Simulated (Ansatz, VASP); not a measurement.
BiOs: VASP beside Ansatz

```xyz
2
Lattice="0.0000 2.7712 2.7712 2.7712 0.0000 2.7712 2.7712 2.7712 0.0000" Properties=species:S:1:pos:R:3 pbc="T T T"
Os    2.7712    2.7712    2.7712
Bi    0.0000    0.0000    0.0000
```

Alike in both runs: task single point; functional r2SCAN; k mesh 10 × 10 × 10; occupations gaussian, width 0.05 eV; no spin polarisation.

```csv
,VASP,Ansatz
version,VASP 6.6.1,Ansatz 0.2.0
potentials or method,"VASP PAW PBE potentials, release 64 (Os, Bi_d), cutoff 520 eV","scalar-relativistic, plane waves, PAW"
valence electrons in the cell,23,31
```

```csv
,VASP,Ansatz,Ansatz less VASP
gap on the k mesh at the Fermi level (eV),none,none,-
pressure (GPa),0.6,0.0,-0.58
```

VASP's potentials were made for PBE, not for r2SCAN. A gap of «none» marks a metal or a gap that the smearing closes. The functional is the same, so the differences come from potentials, cutoffs and numerics. VASP's potentials hold 23 valence electrons a cell and Ansatz's 31, so a difference there can come from the potentials and not from the codes.

Spin-orbit coupling is off throughout.
